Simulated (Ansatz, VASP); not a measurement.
**One calculation of InO, two programs**

Contents of INCAR:

```
SYSTEM = InO
PREC     = Accurate       ! precision mode
ENCUT    = 520            ! plane-wave cutoff, eV
EDIFF    = 1E-6           ! SCF threshold, eV
ISMEAR   = 0              ! smearing method
SIGMA    = 0.03           ! smearing width, eV
LREAL    = .FALSE.        ! projectors in reciprocal space
LASPH    = .TRUE.         ! aspherical terms in the spheres
NELM     = 100            ! most SCF steps
ALGO     = Normal         ! electronic algorithm
ISIF     = 2              ! what is computed and relaxed
LWAVE    = .FALSE.        ! write WAVECAR
LCHARG   = .TRUE.         ! write CHGCAR
GGA      = CA             ! functional
LELF     = .TRUE.         ! ELF
LVHAR    = .TRUE.       
NBANDS   = 27             ! bands
```

The input KPOINTS:

```
regular mesh
0
G
  12 12 2
  0 0 0
```

File POSCAR:

```
InO
1.0
    3.3672734563      0.0000000000      0.0000000000
   -1.6836367282      2.9161443546      0.0000000000
    0.0000000000      0.0000000000     15.4801725000
In O
2 2
Direct
    0.6666666667      0.3333333333      0.5900210000
    0.6666666667      0.3333333333      0.4099790000
    0.0000000000      0.0000000000      0.6398670000
    0.0000000000      0.0000000000      0.3601330000
```

Input for Ansatz:

```yaml
crystal:
  lattice:
    - [3.3672734563, 0.0, 0.0]
    - [-1.6836367282, 2.9161443546, 0.0]
    - [0.0, 0.0, 15.4801725]
  atoms:
    - { symbol: In, position: [0.6666666667, 0.3333333333, 0.590021] }
    - { symbol: In, position: [0.6666666667, 0.3333333333, 0.409979] }
    - { symbol: O, position: [0.0, 0.0, 0.639867] }
    - { symbol: O, position: [0.0, 0.0, 0.360133] }
basis:
  ecutwfc: 420
kpoints:
  mp_grid: { grid: [12, 12, 2] }
hamiltonian:
  xc: lda
scf:
  occupations: { method: gaussian, width: 0.03 }
output:
  forces: true
  stress: true
  eigenvalues: true
```

Change from the starting cell: strain -0.025 along x and y, -0.025 along z, atoms carried along.

Alike in both runs: task single point; functional LDA; k mesh 12 × 12 × 2; occupations gaussian, width 0.03 eV; no spin polarisation.

```csv
,VASP,Ansatz
version,VASP 6.6.1,Ansatz 0.2.0
potentials or method,"VASP PAW LDA potentials, release 64 (In_d, O), cutoff 520 eV","scalar-relativistic, plane waves, PAW"
valence electrons in the cell,38,38
```

```csv
,VASP,Ansatz,Ansatz less VASP
gap on the k mesh at the Fermi level (eV),0.37,0.37,+0.004
least direct gap on the mesh (eV),1.25,1.25,-0.005
rms of the force components (eV/Å),0.075,0.060,-0.0152
```

LDA's correlation is that of Perdew and Zunger in VASP and of Perdew and Wang (1992) in Ansatz. Atom by atom the forces differ by 0.018 eV/Å (rms over components).
